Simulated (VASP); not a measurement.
Set up this calculation in VASP 6.6.1, as the native input.

| Property | Result |
| --- | --- |
| Task | single point |
| Functional | r2SCAN |
| Potentials or basis | VASP PAW PBE potentials, release 64 (Zn) |
| Cutoff | 520 eV |
| k mesh | 7 × 7 × 4 |
| Occupations | fermi-dirac, width 0.1 eV |
| Spin | no spin polarisation |
| Dipole correction | no |
| Further INCAR settings | ALGO = Normal; EDIFF = 1e-07; NBANDS = 19 |

Crystal: Zn.

```
CELL_PARAMETERS angstrom
2.60785 0.00000 0.00000
-1.30393 2.25846 0.00000
0.00000 0.00000 4.89272
ATOMIC_POSITIONS crystal
Zn 0.33333 0.66667 0.25000
Zn 0.66667 0.33333 0.75000
```

One way to write it, as run:

POSCAR

```
Zn
1.0
    2.6078504058      0.0000000000      0.0000000000
   -1.3039252029      2.2584647007      0.0000000000
    0.0000000000      0.0000000000      4.8927246475
Zn
2
Direct
    0.3333333333      0.6666666667      0.2500000000
    0.6666666667      0.3333333333      0.7500000000
```

INCAR.step1

```
PREC = Accurate
ENCUT = 520
ISMEAR = -1
SIGMA = 0.1
LREAL = False
LASPH = True
NELM = 100
NBANDS = 19
GGA = PE
ALGO = Normal
EDIFF = 1E-4
LWAVE = True
LCHARG = False
```

INCAR.step2

```
PREC = Accurate
ENCUT = 520
EDIFF = 1E-7
ISMEAR = -1
SIGMA = 0.1
LREAL = False
LASPH = True
NELM = 100
ALGO = Normal
ISIF = 2
LWAVE = False
LCHARG = False
METAGGA = R2SCAN
LMIXTAU = True
NBANDS = 19
ISTART = 1
```

KPOINTS

```
regular mesh
0
Gamma
  7 7 4
```

Potentials or basis: VASP PAW PBE potentials, release 64 (Zn).

Run with:

```bash
$ cat potpaw_PBE.64/Zn/POTCAR > POTCAR
$ cp INCAR.step1 INCAR
$ mpirun -np 1 vasp_std > vasp.out
$ cp INCAR.step2 INCAR
$ mpirun -np 1 vasp_std > vasp.out
```

It gave:

```json
{"Pressure": "0.5 GPa", "Band gap on the k mesh": "zero (bands 12 and 13 overlap by 4.80 eV)"}
```

Caveat: the k points lie up to 0.40 Å⁻¹ apart, too coarse for converged energies and pressures of a metal; the PAW data sets were made with another functional, which shifts forces and pressure a little.

Run time: 26 s on 1 thread of Intel(R) Xeon(R) 6975P-C (Granite Rapids) (shared host), peak memory 0.14 GiB.
